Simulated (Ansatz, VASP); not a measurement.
# HfB in VASP and in Ansatz

INCAR

```
PREC = Accurate
ENCUT = 520
EDIFF = 1E-6
ISMEAR = 0
SIGMA = 0.15
LREAL = False
LASPH = True
NELM = 60
ALGO = Normal
ISIF = 2
LWAVE = False
LCHARG = False
NBANDS = 14
```

Contents of KPOINTS:

```
Automatic mesh
0
Gamma
  20 20 20
```

The input POSCAR:

```
HfB
1.0
   -0.9701392084      1.9402784168      1.9402784168
    1.9402784168     -0.9701392084      1.9402784168
    1.9402784168      1.9402784168     -0.9701392084
Hf B
1 1
Direct
    0.5000000000      0.5000000000      0.5000000000
    0.0000000000      0.0000000000      0.0000000000
```

Input for Ansatz:

```yaml
crystal:
  lattice:
    - [-0.9701392084, 1.9402784168, 1.9402784168]
    - [1.9402784168, -0.9701392084, 1.9402784168]
    - [1.9402784168, 1.9402784168, -0.9701392084]
  atoms:
    - { symbol: Hf, position: [0.5, 0.5, 0.5] }
    - { symbol: B, position: [0.0, 0.0, 0.0] }
basis:
  ecutwfc: 420
kpoints:
  mp_grid: { grid: [20, 20, 20] }
hamiltonian:
  xc: lda
scf:
  occupations: { method: gaussian, width: 0.15 }
output:
  forces: true
  stress: true
  eigenvalues: true
```

Alike in both runs: task single point; functional LDA; k mesh 20 × 20 × 20; occupations gaussian, width 0.15 eV; no spin polarisation.

|  | VASP | Ansatz |
| --- | --- | --- |
| version | VASP 6.6.1 | Ansatz 0.2.0 |
| potentials or method | VASP PAW LDA potentials, release 64 (Hf_pv, B), cutoff 520 eV | scalar-relativistic, plane waves, PAW |
| valence electrons in the cell | 13 | 29 |

Ansatz gave:

| Property | Result |
| --- | --- |
| gap on the k mesh at the Fermi level (eV) | none |
| pressure (GPa) | 5.8 |

Problem. What did VASP give for the same quantities?

Solution. gap on the k mesh at the Fermi level (eV): none; pressure (GPa): 6.3.

LDA's correlation is that of Perdew and Zunger in VASP and of Perdew and Wang (1992) in Ansatz. A gap of «none» marks a metal or a gap that the smearing closes. VASP's potentials hold 13 valence electrons a cell and Ansatz's 29, so a difference there can come from the potentials and not from the codes.

Neither program's run includes spin-orbit coupling.
